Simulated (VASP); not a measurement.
Set up this calculation in VASP 6.6.1, as the native input.

| Item | Value |
| --- | --- |
| Task | single point |
| Functional | PBE |
| Potentials or basis | VASP PAW PBE potentials, release 64 (Ni, Ge_d) |
| Cutoff | 520 eV |
| k mesh | 14 × 14 × 14 |
| Occupations | gaussian, width 0.1 eV |
| Spin | no spin polarisation |
| Dipole correction | no |
| Further INCAR settings | ALGO = Normal; EDIFF = 1e-06; NBANDS = 32 |

The structure of NiGe lies in POSCAR:

```
NiGe
1.0
    0.0000000000      3.0193222079      3.0193222079
    3.0193222079      0.0000000000      3.0193222079
    3.0193222079      3.0193222079      0.0000000000
Ni Ge
2 2
Direct
    0.5000000000      0.5000000000      0.5000000000
    0.7500000000      0.7500000000      0.7500000000
    0.0000000000      0.0000000000      0.0000000000
    0.2500000000      0.2500000000      0.2500000000
```

The input as run:

INCAR

```
  ALGO = Normal
  EDIFF = 1E-6
  ENCUT = 520
  GGA = PE
  ISIF = 2
  ISMEAR = 0
  LASPH = True
  LCHARG = True
  LELF = True
  LREAL = False
  LVHAR = True
  LWAVE = False
  NBANDS = 32
  NELM = 100
  PREC = Accurate
  SIGMA = 0.1
```

KPOINTS

```
k-points
0
Gamma
  14 14 14
```

Potentials or basis: VASP PAW PBE potentials, release 64 (Ni, Ge_d).

Run with:

```bash
$ cat potpaw_PBE.64/Ni/POTCAR potpaw_PBE.64/Ge_d/POTCAR > POTCAR
$ mpirun -np 1 vasp_std > vasp.out
```

It gave:

- Pressure: 0.1 GPa
- Band gap on the k mesh: zero (bands 24 and 25 overlap by 0.93 eV)

It took 2.6 min on 1 thread of Intel Xeon 8259CL, with other jobs on the host, peak memory 0.29 GiB.
